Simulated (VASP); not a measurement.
Runs of VASP 6.6.1 on K. The structure is that of space group P6_3/mmc (No. 194), or close to it. The cells are those of the table. 

```csv
task,cell,k mesh,cutoff (eV),smearing,gap on the mesh (eV),pressure (GPa)
relaxation of cell and atoms,"relaxed to 90 GPa from a = 2.615, b = 2.615, c = 4.292 Å, angles 90.0, 90.0, 120.0°, 2 atoms",18 × 18 × 10,600,gaussian 0.1 eV,none,90.0
single point,"a = 4.375, b = 4.375, c = 7.079 Å, angles 90.0, 90.0, 119.6°, 2 atoms",10 × 10 × 6,520,gaussian 0.1 eV,none,1.0
single point,"a = 4.660, b = 4.660, c = 7.528 Å, angles 90.0, 90.0, 119.5°, 2 atoms",8 × 8 × 6,520,gaussian 0.15 eV,none,(a)
single point,"a = 2.548, b = 2.548, c = 4.113 Å, angles 90.0, 90.0, 120.0°, 2 atoms",18 × 18 × 10,520,gaussian 0.1 eV,none,96.5
single point,"a = 2.686, b = 2.686, c = 4.408 Å, angles 90.0, 90.0, 120.0°, 2 atoms",16 × 16 × 8,520,gaussian 0.1 eV,none,52.8
relaxation of cell and atoms,"relaxed to 50 GPa from a = 3.102, b = 3.102, c = 5.238 Å, angles 90.0, 90.0, 120.0°, 2 atoms",16 × 16 × 8,600,gaussian 0.1 eV,none,50.0
```

Alike in all rows: level PBEsol; potentials or basis VASP PAW PBE potentials, release 64 (K_sv); no spin polarisation.

Fill in the values left out.

(a) 0.0.

Caveats: the PAW data sets were made with another functional, which shifts forces and pressure a little; the cell is relaxed towards a set pressure, so the enthalpy falls and the energy may rise (some runs).

A gap of «none» marks levels without a gap at the run's occupations.
